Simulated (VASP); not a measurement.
GaAs:

```
Ga As
1.0
     0.00000    2.82685    2.82685
     2.82685    0.00000    2.82685
     2.82685    2.82685    0.00000
Ga As
1 1
Direct
  0.00000 0.00000 0.00000
  0.25000 0.25000 0.25000
```

| Quantity | Value |
| --- | --- |
| Program | VASP 6.6.1 |
| Task | relaxation of cell and atoms |
| Functional | PBE |
| Potentials or basis | VASP PAW PBE potentials, release 64 (Ga_d, As) |
| Cutoff | 600 eV |
| k mesh | 12 × 12 × 12 |
| Occupations | gaussian, width 0.02 eV |
| Spin | no spin polarisation |

At the start: pressure 3.5 GPa; volume 22.59 Å³/atom.

Question: Where does the relaxation end?

Answer: Over 3 steps the energy falls by 12.1 meV/atom and the volume is 23.77 Å³/atom (+5.2 %); space group F-43m (No. 216, to 0.1 Å) before and after.

Step by step:
```csv
step,energy change (eV),largest force (eV/Å),pressure (GPa),volume (Å³)
1,0.0000,0.0000,3.47,45.18
2,-0.0210,0.0000,-1.08,48.46
3,-0.0243,0.0000,-0.01,47.53
```

Final structure:
```yaml
crystal:
  lattice:
    - [0.00000, 2.87508, 2.87508]
    - [2.87508, 0.00000, 2.87508]
    - [2.87508, 2.87508, 0.00000]
  atoms:
    - { symbol: Ga, position: [0.00000, 0.00000, 0.00000] }
    - { symbol: As, position: [0.25000, 0.25000, 0.25000] }
```
